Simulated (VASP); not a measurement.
Here is a VASP 6.6.1 calculation.

File INCAR:

```
PREC = Accurate
ENCUT = 520
EDIFF = 1E-7
ISMEAR = 0
SIGMA = 0.15
LREAL = F
LASPH = T
NELM = 60
ALGO = Normal
ISIF = 2
LWAVE = F
LCHARG = T
GGA = PE
LELF = T
LVHAR = T
NBANDS = 26
```

The input KPOINTS:

```
Automatic mesh
0
Gamma
  12 12 8
```

The input POSCAR:

```
WC
1.0
    0.0000000000      0.0000000000      2.8470758828
    2.9217716515      0.0000000000      0.0000000000
    0.0000000000      5.0606569486      0.0000000000
W C
2 2
Direct
    0.0234163410      0.5076887908      0.4859567187
    0.0234163410      0.0076887908     -0.0140432813
    0.4765836590      0.4923112092      0.1807099480
    0.4765836590     -0.0076887908      0.6807099480
```

Potentials or basis: VASP PAW PBE potentials, release 64 (W_sv, C).

Run with:

```bash
$ cat potpaw_PBE.64/W_sv/POTCAR potpaw_PBE.64/C/POTCAR > POTCAR
$ mpirun -np 1 vasp_std > vasp.out
```

Problem. Predict the pressure.

Solution. 8.5 GPa.

Problem. What does it give for the band gap on the k mesh?

Solution. Zero (bands 18 and 19 overlap by 0.99 eV).

Stress tensor (GPa, compression positive):
```
 0.05  2.03  1.35
 2.03 13.49 -8.38
 1.35 -8.38 12.00
```

Caveat: the cell differs from its parent crystal (all C atoms moved 0.2 Å in one direction); the stress differs along the axes, from 0 to 13 GPa; spin-orbit coupling is left out, which moves the levels of the heavy elements; forces of over 1 eV/Å act on the atoms, so gaps and moduli don't describe the material at rest.
